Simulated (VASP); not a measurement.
# CdSe (P6_3mc) in VASP: electric field gradients with r2SCAN

Aim: the electric field gradients of CdSe with r2SCAN.

All numbers are computed with VASP 6.6.1; they aren't measurements. Logs are shortened: lines on timing, memory, paths and dates and some standing lists are left out, and cuts for length are marked.

## (1) The cell of the first run

The structure is hexagonal, space group P6_3mc (No. 186). The conventional cell has a = 4.346 Å, b = 4.346 Å, c = 7.090 Å, α = 90.00°, β = 90.00°, γ = 120.00°. Within 3.5 Å of Cd (site symmetry 3m) lie 4 Se at 2.66 to 2.67 Å. Se (site symmetry 3m) has 4 Cd at 2.66 to 2.67 Å within 3.5 Å.

## (2) Electric field gradients, r2SCAN

POSCAR

```
CdSe
1.0
    4.3460853832      0.0000000000      0.0000000000
   -2.1730426916      3.7638203488      0.0000000000
    0.0000000000      0.0000000000      7.0898398800
Cd Se
2 2
Direct
    0.6666666667      0.3333333333      0.4999533600
    0.3333333333      0.6666666667      0.9999533600
    0.6666666667      0.3333333333      0.8759066400
    0.3333333333      0.6666666667      0.3759066400
```

INCAR.step1

```
PREC = Accurate
ENCUT = 520
ISMEAR = -1
SIGMA = 0.01
LREAL = False
LASPH = True
NELM = 100
NBANDS = 26
GGA = PE
ALGO = Normal
EDIFF = 1E-4
LWAVE = True
LCHARG = False
```

INCAR.step2

```
PREC = Accurate
ENCUT = 520
EDIFF = 1E-8
ISMEAR = -1
SIGMA = 0.01
LREAL = False
LASPH = True
NELM = 100
ALGO = Normal
ISIF = 2
LWAVE = False
LCHARG = False
METAGGA = R2SCAN
LMIXTAU = True
LEFG = True
NBANDS = 26
ISTART = 1
```

KPOINTS

```
Automatic mesh
0
Gamma
  8 8 5
```

Potentials or basis: VASP PAW PBE potentials, release 64 (Cd, Se).

Launch:

```sh
$ cat potpaw_PBE.64/Cd/POTCAR potpaw_PBE.64/Se/POTCAR > POTCAR
$ cp INCAR.step1 INCAR
$ mpirun -np 1 vasp_std > vasp.out
$ cp INCAR.step2 INCAR
$ mpirun -np 1 vasp_std > vasp.out
```

OUTCAR:

```text
PREC = Accurate
   ENCUT = 520
   EDIFF = 1E-8
   ISMEAR = -1
   LREAL = False
   LASPH = True
   NELM = 100
   ISIF = 2
   METAGGA = R2SCAN
   ISTART = 1

 ion  position               nearest neighbor table
   1  0.667  0.333  0.500-   4 2.66   4 2.66   4 2.66   3 2.67
   2  0.333  0.667  1.000-   3 2.66   3 2.66   3 2.66   4 2.67
   3  0.667  0.333  0.876-   2 2.66   2 2.66   2 2.66   1 2.67
   4  0.333  0.667  0.376-   1 2.66   1 2.66   1 2.66   2 2.67

  LATTYP: Found a hexagonal cell.
 ALAT       =     4.3460853832
 C/A-ratio  =     1.6313162892

  Lattice vectors:

 A1 = (   4.3460853832,   0.0000000000,   0.0000000000)
 A2 = (  -2.1730426916,   3.7638203488,   0.0000000000)
 A3 = (   0.0000000000,   0.0000000000,   7.0898398800)

Analysis of symmetry for initial positions (statically):
=====================================================================
 Subroutine PRICEL returns:
 Original cell was already a primitive cell.

 Routine SETGRP: Setting up the symmetry group for a
 hexagonal supercell.

 Subroutine GETGRP returns: Found 12 space group operations
 (whereof  6 operations were pure point group operations)
 out of a pool of 24 trial point group operations.

The static configuration has the point symmetry C_3v.
 The point group associated with its full space group is C_6v.

Analysis of symmetry for dynamics (positions and initial velocities):
=====================================================================
 Subroutine PRICEL returns:
 Original cell was already a primitive cell.

 Routine SETGRP: Setting up the symmetry group for a
 hexagonal supercell.

 Subroutine GETGRP returns: Found 12 space group operations
 (whereof  6 operations were pure point group operations)
 out of a pool of 24 trial point group operations.

The dynamic configuration has the point symmetry C_3v.
 The point group associated with its full space group is C_6v.

 Subroutine INISYM returns: Found 12 space group operations
 (whereof  6 operations are pure point group operations),
 and found     1 'primitive' translations

----------------------------------------------------------------------------------------

                                     Primitive cell

  volume of cell :     115.9748

  direct lattice vectors                    reciprocal lattice vectors
     4.346085383  0.000000000  0.000000000     0.230092120  0.132843747  0.000000000
    -2.173042692  3.763820349  0.000000000     0.000000000  0.265687495  0.000000000
     0.000000000  0.000000000  7.089839880     0.000000000  0.000000000  0.141046909

  length of vectors
     4.346085383  4.346085383  7.089839880     0.265687495  0.265687495  0.141046909

  position of ions in fractional coordinates (direct lattice)
     0.666666667  0.333333333  0.499953360
     0.333333333  0.666666667  0.999953360
     0.666666667  0.333333333  0.875906640
     0.333333333  0.666666667  0.375906640

  ion indices of the primitive-cell ions
   primitive index   ion index
                 1           1
                 2           2
                 3           3
                 4           4

----------------------------------------------------------------------------------------

 KPOINTS: Automatic mesh

Automatic generation of k-mesh.
 Grid dimensions read from file:
 generate k-points for:    8    8    5

 Generating k-lattice:

  Cartesian coordinates                     Fractional coordinates (reciprocal lattice)
     0.028761515  0.016605468  0.000000000     0.125000000  0.000000000  0.000000000
[... 42 lines left out ...]
   number of dos      NEDOS =    301   number of ions     NIONS =      4
   total plane-waves  NPLWV =  55296
   dimension x,y,z NGX =    32 NGY =   32 NGZ =   54
   dimension x,y,z NGXF=    64 NGYF=   64 NGZF=  108
   ions per type =               2   2
   NGX,Y,Z   is equivalent  to a cutoff of  12.24, 12.24, 12.66 a.u.
   NGXF,Y,Z  is equivalent  to a cutoff of  24.48, 24.48, 25.32 a.u.
 SYSTEM =  unknown system
   PREC   = accura    normal or accurate (medium, high low for compatibility)
   ISTART =      1    job   : 0-new  1-cont  2-samecut
   ICHARG =      0    charge: 1-file 2-atom 10-const
   ISPIN  =      1    spin polarized calculation?
   LNONCOLLINEAR =      F non collinear calculations
   LSORBIT =      F    spin-orbit coupling
   LASPH  =      T    aspherical Exc in radial PAW
   ENCUT  =  520.0 eV  38.22 Ry    6.18 a.u.   8.08  8.08 13.18*2*pi/ulx,y,z
   NELM   =    100;   NELMIN=  2; NELMDL=  0     # of ELM steps
   EDIFF  = 0.1E-07   stopping-criterion for ELM
   LREAL  =      F    real-space projection
   EDIFFG = 0.1E-06   stopping-criterion for IOM
   NSW    =      0    number of steps for IOM
   IBRION =     -1    ionic relax: 0-MD 1-quasi-New 2-CG
   NFREE  =      0    steps in history (QN), initial steepest desc. (CG)
   ISIF   =      2    stress and relaxation
   ISYM   =      2    0-nonsym 1-usesym 2-fastsym
   POTIM  = 0.5000    time-step for ionic-motion
   TEBEG  =    0.0;   TEEND  =   0.0 temperature during run
   PSTRESS=    0.0 pullay stress
   NELECT =      36.0000    total number of electrons
   NUPDOWN=      -1.0000    fix difference up-down
   EMIN   =  10.00;   EMAX   =-10.00  energy-range for DOS
   EFERMI =   0.00;   METHOD = LEGACY
   ISMEAR =    -1;   SIGMA  =   0.01  broadening in eV -4-tet -1-fermi 0-gaus
   EFERMI_NEDOS =   21; number of points for ismear=-14 and -15
   IALGO  =     38    algorithm
   IMIX   =      4    mixing-type and parameters
     AMIX     =   0.40;   BMIX     =  1.00
     AMIX_MAG =   1.60;   BMIX_MAG =  1.00
  volume/ion in A,a.u.               =      28.99       195.66
  Fermi-wavevector in a.u.,A,eV,Ry     =   1.108463  2.094691 16.717341  1.228690
  Thomas-Fermi vector in A             =   2.244990
   LORBIT       =      0    0 simple, 1 ext, 2 COOP (PROOUT), +10 PAW based schemes
   METAGGA = R2SCAN    functional components
   LHFCALC =     F    Hartree Fock is set to
   AEXX    =    0.0000 exact exchange contribution
   IVDW    =     0    specifies the selected vdW correction
   LEPSILON=     F    determine dielectric tensor
   LRPA    =     F    only Hartree local field effects (RPA)
 non-spin polarized calculation
  energy-cutoff  :      520.00
  volume of cell :      115.97
 maximum number of plane-waves:      3144
   NGX = 17   NGY = 17   NGZ = 27

 number of electron      36.0000002 magnetization

 Free energy of the ion-electron system (eV)
  ---------------------------------------------------
  ext. energy  EPLUGINS =         0.00000000
  ---------------------------------------------------
  free energy    TOTEN  =       -71.83307916 eV

  energy without entropy =      -71.83307916  energy(sigma->0) =      -71.83307916

 E-fermi :   0.6068     XC(G=0):  -9.2761

 val. band max:        0.4096322405   @ k =   0.0000   0.0000   0.0000
 cond. band min:       1.4927575103   @ k =   0.0000   0.0000   0.0000
 fundamental gap:      1.0831252698
 Fermi energy:         0.6067660530

 k-point     1 :       0.0000    0.0000    0.0000
  band No.  band energies     occupation
      1     -12.4445      2.00000
      2     -12.0864      2.00000
      3      -7.6523      2.00000
      4      -7.6473      2.00000
      5      -7.6472      2.00000
      6      -7.5798      2.00000
[... 685 lines left out ...]
     25       8.3842      0.00000
     26       9.1799      0.00000

 [... further k-points ...]

------------------------ aborting loop because EDIFF is reached ----------------------------------------

  FORCE on cell =-STRESS in cart. coord.  units (eV):
  Direction    XX          YY          ZZ          XY          YZ          ZX
  --------------------------------------------------------------------------------------
  -------------------------------------------------------------------------------------
  Total        0.0162824      0.0162824     -0.0038200      0.0000000     -0.0000000      0.0000000
  in kB        0.2249388      0.2249388     -0.0527723      0.0000000     -0.0000000      0.0000000
  external PRESSURE =       0.1323684 kB  Pullay stress =       0.0000000 kB

 VOLUME and BASIS-vectors are now :
 -----------------------------------------------------------------------------
  energy-cutoff  :      520.00
  volume of cell :      115.97
      direct lattice vectors                 reciprocal lattice vectors
     4.346085383  0.000000000  0.000000000     0.230092120  0.132843747  0.000000000
    -2.173042692  3.763820349  0.000000000     0.000000000  0.265687495  0.000000000
     0.000000000  0.000000000  7.089839880     0.000000000  0.000000000  0.141046909

 POSITION                                       TOTAL-FORCE (eV/Angst)
 -----------------------------------------------------------------------------------
      2.17304      1.25461      3.54459         0.000000     -0.000000      0.003305
     -0.00000      2.50921      7.08951        -0.000000      0.000000      0.003305
      2.17304      1.25461      6.21004         0.000000     -0.000000     -0.003305
     -0.00000      2.50921      2.66512         0.000000     -0.000000     -0.003305
 -----------------------------------------------------------------------------------
    total drift:                               -0.000000      0.000000     -0.003777

  FREE ENERGIE OF THE ION-ELECTRON SYSTEM (eV)
  ---------------------------------------------------
  free  energy   TOTEN  =       -71.8330791649 eV

  energy  without entropy=      -71.8330791648  energy(sigma->0) =      -71.83307916

 Electric field gradients (V/A^2)
---------------------------------------------------------------------
 ion       V_xx      V_yy      V_zz      V_xy      V_xz      V_yz
---------------------------------------------------------------------
   1      -1.428    -1.427     2.855     0.001     0.000    -0.000
   2      -1.428    -1.427     2.855     0.001    -0.000     0.000
   3      -0.722    -0.722     1.444    -0.000     0.000    -0.000
   4      -0.722    -0.722     1.444    -0.000    -0.000     0.000
---------------------------------------------------------------------

 Electric field gradients after diagonalization (V/A^2)
 (convention: |V_zz| > |V_xx| > |V_yy|)
----------------------------------------------------------------------
 ion       V_xx      V_yy      V_zz     asymmetry (V_yy - V_xx)/ V_zz
----------------------------------------------------------------------
   1      -1.429    -1.427     2.855       0.001
   2      -1.429    -1.427     2.855       0.001
   3      -0.722    -0.722     1.444       0.000
   4      -0.722    -0.722     1.444       0.000
----------------------------------------------------------------------

           NMR quadrupolar parameters

 Cq : quadrupolar parameter    Cq=e*Q*V_zz/h
 eta: asymmetry parameters     (V_yy - V_xx)/ V_zz
 Q  : nuclear electric quadrupole moment in mb (millibarn)
----------------------------------------------------------------------
 ion       Cq(MHz)       eta       Q (mb)
----------------------------------------------------------------------
   1       0.007       0.001       1.000
   2       0.007       0.001       1.000
   3       0.003       0.000       1.000
   4       0.003       0.000       1.000
----------------------------------------------------------------------
```

Run time: 4 min. Hardware: 1 thread of AMD EPYC 9R45 (Zen 5), shared host; peak memory 0.25 GiB.

What came out:

```
Free energy                             : -71.8331 eV
Pressure                                : 0.0 GPa
Largest force                           : 0.003 eV/Å
Band gap on the k mesh                  : 1.08 eV
Largest electric field gradient by atom : Cd +2.9; Se +1.4 V/Å²
```

Forces on the atoms (eV/Å):
```
Cd   0.000  0.000  0.003
Cd   0.000  0.000  0.003
Se   0.000  0.000 -0.003
Se   0.000  0.000 -0.003
```

Levels at points of the mesh, in eV from the valence-band top:
```csv
k point,band 15,band 16,band 17,band 18,band 19,band 20,band 21,band 22
"(0.00, 0.00, 0.00)",-0.73,-0.04,0.00,0.00,1.08,2.63,6.38,6.38
"(0.50, 0.00, 0.00)",-2.56,-1.79,-1.27,-0.73,3.62,3.71,5.09,6.53
```

Electric field gradients, principal values (V/Å²):
```csv
atom,least,middle,greatest (by size)
1 Cd,-1.427,-1.429,2.855
2 Cd,-1.427,-1.429,2.855
3 Se,-0.722,-0.722,1.444
4 Se,-0.722,-0.722,1.444
```

Caveat: without QUAD_EFG the Cq values of the log hold for a quadrupole moment of 1 mb, not for the nuclei; the PAW data sets were made with another functional, which shifts forces and pressure a little.
